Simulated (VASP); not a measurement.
Input of a VASP 6.6.1 run:

File INCAR:

```
PREC     = Accurate       # precision mode
ENCUT    = 520            # plane-wave cutoff, eV
EDIFF    = 1E-8           # SCF threshold, eV
ISMEAR   = 0              # smearing method
SIGMA    = 0.05           # smearing width, eV
LREAL    = False          # projectors in reciprocal space
LASPH    = True           # aspherical terms in the spheres
NELM     = 80             # most SCF steps
ALGO     = Normal         # electronic algorithm
ISIF     = 2              # what is computed and relaxed
LWAVE    = False          # write WAVECAR
LCHARG   = False          # write CHGCAR
GGA      = PE             # functional
LEFG     = True         
NBANDS   = 35             # bands
```

KPOINTS

```
regular mesh
0
Gamma
  6 6 10
```

File POSCAR:

```
SnO2
1.0
    4.8269640372      0.0000000000      0.0000000000
    0.0000000000      4.8269640372      0.0000000000
    0.0000000000      0.0000000000      3.2383351411
Sn O
2 4
Direct
    0.0000000000      0.0000000000      0.0000000000
    0.5000000000      0.5000000000      0.5000000000
    0.3065715028      0.3065715028      0.0000000000
    0.1934284972      0.8065715028      0.5000000000
    0.6934284972      0.6934284972      0.0000000000
    0.8065715028      0.1934284972      0.5000000000
```

Potentials or basis: VASP PAW PBE potentials, release 64 (Sn_d, O).

The run is started by

```console
$ cat potpaw_PBE.64/Sn_d/POTCAR potpaw_PBE.64/O/POTCAR > POTCAR
$ mpirun -np 1 vasp_std > vasp.out
```

Question: Predict the largest force.

Answer: 0.016 eV/Å.

Question: What does it give for the pressure?

Answer: 0.6 GPa.

Question: Estimate the band gap on the k mesh.

Answer: 0.67 eV.

Stress tensor (GPa, compression positive):
```
0.53 0.00 0.00
0.00 0.53 0.00
0.00 0.00 0.80
```

Caveat: semilocal functionals underestimate gaps, and a narrow one can read as zero; without QUAD_EFG the Cq values of the log hold for a quadrupole moment of 1 mb, not for the nuclei; spin-orbit coupling is left out, which moves the levels of the heavy elements. As with any semilocal functional, this PBE gap is likely too small.
